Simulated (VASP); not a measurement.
SiC:

```
CELL_PARAMETERS angstrom
3.13602 0.00000 0.00000
-1.56801 2.71587 0.00000
0.00000 0.00000 10.26816
ATOMIC_POSITIONS crystal
Si 0.00000 0.00000 0.18789
Si 0.00000 0.00000 0.68789
Si 0.33333 0.66667 0.43784
Si 0.66667 0.33333 0.93784
C 0.00000 0.00000 0.00046
C 0.00000 0.00000 0.50046
C 0.33333 0.66667 0.24980
C 0.66667 0.33333 0.74980
```

This cell differs from its parent crystal: volume scaled by 1.06.

Base run:

| Quantity | Value |
| --- | --- |
| Program | VASP 6.6.1 |
| Functional | PBEsol |
| Potentials or basis | VASP PAW PBE potentials, release 64 (Si, C) |
| Cutoff | 520 eV |
| k mesh | 10 × 10 × 3 |
| Occupations | fermi-dirac, width 0.05 eV |
| Spin | no spin polarisation |

Its results: band gap on the k mesh 2.09 eV, indirect (least direct gap 3.20 eV); pressure -10.9 GPa; largest force 0.013 eV/Å.

Question: The run is repeated on the same cell with these changes: functional from PBEsol to PBE. What comes out?

Answer: Band gap on the k mesh 2.21 eV, indirect (least direct gap 3.32 eV); pressure -8.0 GPa; largest force 0.013 eV/Å.

PBE binds less tightly than PBEsol, so the same cell stands under more pressure.

Caveats: the PAW data sets were made with another functional, which shifts forces and pressure a little (some runs).

A k mesh can miss the band edges.
